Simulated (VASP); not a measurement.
Here is a VASP 6.6.1 calculation.

File INCAR:

```
SYSTEM = Rh
ALGO     = Normal         ! electronic algorithm
EDIFF    = 1E-6           ! SCF threshold, eV
ENCUT    = 500            ! plane-wave cutoff, eV
GGA      = PE             ! functional
GGA_COMPAT= .False.      
ISIF     = 2              ! what is computed and relaxed
ISMEAR   = 1              ! smearing method
LASPH    = .True.         ! aspherical terms in the spheres
LCHARG   = .False.        ! write CHGCAR
LREAL    = .False.        ! projectors in reciprocal space
LWAVE    = .False.        ! write WAVECAR
NBANDS   = 14             ! bands
NELM     = 120            ! most SCF steps
PREC     = Accurate       ! precision mode
SIGMA    = 0.1            ! smearing width, eV
```

KPOINTS

```
k-points
0
Gamma
  14 14 14
  0 0 0
```

POSCAR

```
Rh
1.0
    0.0000000000      1.8978500000      1.8978500000
    1.8978500000      0.0000000000      1.8978500000
    1.8978500000      1.8978500000      0.0000000000
Rh
1
Direct
    0.0000000000      0.0000000000      0.0000000000
```

Potentials or basis: VASP PAW PBE potentials, release 64 (Rh_pv).

The run is started by

```sh
$ cat potpaw_PBE.64/Rh_pv/POTCAR > POTCAR
$ mpirun -np 1 vasp_std > vasp.out
```

**Question.** Estimate the pressure.

**Answer.** 7.6 GPa.
